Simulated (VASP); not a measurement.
Here is a VASP 6.6.1 calculation.

Contents of POSCAR:

```
MnO
1.0
    2.6723886600      0.0000000000      0.0000000000
    0.0000000000      2.6723886600      0.0000000000
    0.0000000000      0.0000000000      2.6723886600
Mn O
1 1
Direct
    0.0000000000      0.0000000000      0.0000000000
    0.5000000000      0.5000000000      0.5000000000
```

Contents of INCAR.step1:

```
SYSTEM = MnO
PREC = Accurate
ENCUT = 520
EDIFF = 1E-5
ISMEAR = -1
SIGMA = 0.05
LREAL = .False.
LASPH = .True.
NELM = 150
ALGO = Normal
ISIF = 2
LWAVE = .True.
LCHARG = .False.
ISPIN = 2
MAGMOM = 4 0
LORBIT = 11
LMAXMIX = 4
NBANDS = 20
GGA = PE
```

File INCAR.step2:

```
SYSTEM = MnO
PREC = Accurate
ENCUT = 520
EDIFF = 1E-6
ISMEAR = -1
SIGMA = 0.05
LREAL = .False.
LASPH = .True.
NELM = 150
ALGO = Normal
ISIF = 2
LWAVE = .False.
LCHARG = .False.
ISPIN = 2
MAGMOM = 4 0
LORBIT = 11
LMAXMIX = 4
GGA = PE
LHFCALC = .True.
AEXX = 0.3
HFSCREEN = 0.2
PRECFOCK = Normal
NBANDS = 20
ISTART = 1
```

KPOINTS

```
Automatic mesh
0
Gamma
  5 5 5
  0 0 0
```

Potentials or basis: VASP PAW PBE potentials, release 64 (Mn_pv, O).

Launch:

```console
$ cat potpaw_PBE.64/Mn_pv/POTCAR potpaw_PBE.64/O/POTCAR > POTCAR
$ cp INCAR.step1 INCAR
$ mpirun -np 1 vasp_std > vasp.out
$ cp INCAR.step2 INCAR
$ mpirun -np 1 vasp_std > vasp.out
```

(1) What does it give for the band gap on the k mesh?

(2) Predict the site moments.

(3) Estimate the net moment.

(4) What does it give for the pressure?

Answers

(1) 2.48 eV (least direct gap 3.75 eV).

(2) Mn +4.59; O +0.22 μB.

(3) 4.99 μB per cell.

(4) 15.9 GPa.

Caveat: the k points lie up to 0.47 Å⁻¹ apart; the PAW data sets were made with another functional, which shifts forces and pressure a little; an odd mesh through Γ misses points on the zone boundary, where band edges can lie; a cell with one magnetic atom can't hold antiferromagnetic order, which such compounds often take.
